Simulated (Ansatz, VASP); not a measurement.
AgCl in VASP and in Ansatz

Contents of INCAR:

```
SYSTEM = AgCl
  PREC = Accurate
  ENCUT = 520
  EDIFF = 1E-6
  ISMEAR = -1
  SIGMA = 0.08
  LREAL = .FALSE.
  LASPH = .TRUE.
  NELM = 80
  ALGO = Normal
  ISIF = 2
  LWAVE = .FALSE.
  LCHARG = .FALSE.
  GGA = PS
  NBANDS = 16
```

File KPOINTS:

```
Automatic mesh
0
G
  15 15 15
  0 0 0
```

POSCAR

```
AgCl
1.0
    0.0000000000      2.0871969408      2.0871969408
    2.0871969408      0.0000000000      2.0871969408
    2.0871969408      2.0871969408      0.0000000000
Ag Cl
1 1
Direct
    0.0000000000      0.0000000000      0.0000000000
    0.5000000000      0.5000000000      0.5000000000
```

Input for Ansatz:

```yaml
crystal:
  lattice:
    - [0.0, 2.0871969408, 2.0871969408]
    - [2.0871969408, 0.0, 2.0871969408]
    - [2.0871969408, 2.0871969408, 0.0]
  atoms:
    - { symbol: Ag, position: [0.0, 0.0, 0.0] }
    - { symbol: Cl, position: [0.5, 0.5, 0.5] }
kpoints:
  mp_grid: { grid: [15, 15, 15] }
scf:
  occupations: { method: fermi_dirac, width: 0.08 }
hamiltonian:
  xc: pbesol
  pseudopotentials: { kind: paw }
output:
  forces: true
  stress: true
  eigenvalues: true
  populations: true
```

Change from the starting cell: volume scaled by 0.45, PAW files.

Alike in both runs: task single point; functional PBEsol; k mesh 15 × 15 × 15; occupations fermi-dirac, width 0.08 eV; no spin polarisation.

|  | VASP | Ansatz |
| --- | --- | --- |
| version | VASP 6.6.1 | Ansatz 0.2.0 |
| potentials or method | VASP PAW PBE potentials, release 64 (Ag, Cl) | PAW with Ansatz's default frozen-core files, scalar-relativistic |
| plane-wave cutoff (eV) | 520 | 420 |
| valence electrons in the cell | 18 | 26 |

|  | VASP | Ansatz | Ansatz less VASP |
| --- | --- | --- | --- |
| pressure (GPa) | 345.3 | 344.6 | -0.68 |

VASP's potentials were made for PBE, not for PBEsol. Both programs put the cell under a high pressure, so it lies far from rest at this level. VASP's potentials hold 18 valence electrons a cell and Ansatz's 26, so a difference there can come from the potentials and not from the codes.

Noted on VASP's run: the cell as given lies far from equilibrium.
